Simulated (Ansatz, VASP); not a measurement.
Two plane-wave programs on Rh

INCAR

```
  PREC = Accurate
  ENCUT = 520
  EDIFF = 1E-6
  ISMEAR = 0
  SIGMA = 0.15
  LREAL = False
  LASPH = True
  NELM = 80
  ALGO = Fast
  ISIF = 2
  LWAVE = False
  LCHARG = True
  GGA = PS
  LELF = True
  LVHAR = True
  NBANDS = 38
```

KPOINTS

```
regular mesh
0
Gamma
  18 18 6
```

Contents of POSCAR:

```
Rh
1.0
    2.6488000000      0.0000000000      0.0000000000
   -1.3244000000      2.2939280895      0.0000000000
    0.0000000000      0.0000000000      8.4948000000
Rh
4
Direct
    0.0000000000      0.0000000000      0.0000000000
    0.3333333333      0.6666666667      0.2500000000
    0.0000000000      0.0000000000      0.5000000000
    0.6666666667      0.3333333333      0.7500000000
```

Input for Ansatz:

```yaml
crystal:
  lattice:
    - [2.6488, 0.0, 0.0]
    - [-1.3244, 2.2939280895, 0.0]
    - [0.0, 0.0, 8.4948]
  atoms:
    - { symbol: Rh, position: [0.0, 0.0, 0.0] }
    - { symbol: Rh, position: [0.3333333333, 0.6666666667, 0.25] }
    - { symbol: Rh, position: [0.0, 0.0, 0.5] }
    - { symbol: Rh, position: [0.6666666667, 0.3333333333, 0.75] }
basis:
  ecutwfc: 420
kpoints:
  mp_grid: { grid: [18, 18, 6] }
hamiltonian:
  xc: pbesol
  pseudopotentials: { kind: paw, azcp: { folder: soft_1 } }
scf:
  occupations: { method: gaussian, width: 0.15 }
output:
  forces: true
  stress: true
  eigenvalues: true
  write_density: true
  write_potential: true
  elf: true
  volumetric_format: npy
```

Alike in both runs: task single point; functional PBEsol; k mesh 18 × 18 × 6; occupations gaussian, width 0.15 eV; no spin polarisation.

|  | VASP | Ansatz |
| --- | --- | --- |
| version | VASP 6.6.1 | Ansatz 0.2.0 |
| potentials or method | VASP PAW PBE potentials, release 64 (Rh_pv), cutoff 520 eV | scalar-relativistic, plane waves, PAW |
| valence electrons in the cell | 60 | 68 |

|  | VASP | Ansatz | Ansatz less VASP |
| --- | --- | --- | --- |
| gap on the k mesh at the Fermi level (eV) | none | none | - |
| pressure (GPa) | 15.8 | 15.9 | +0.09 |
| traceless stress, the component that is largest in VASP (GPa) | 4.97 | 4.99 | +0.020 |

VASP's potentials were made for PBE, not for PBEsol, and Ansatz warns of the same on its side. A gap of «none» marks a metal or a gap that the smearing closes. VASP's potentials hold 60 valence electrons a cell and Ansatz's 68, so a difference there can come from the potentials and not from the codes.
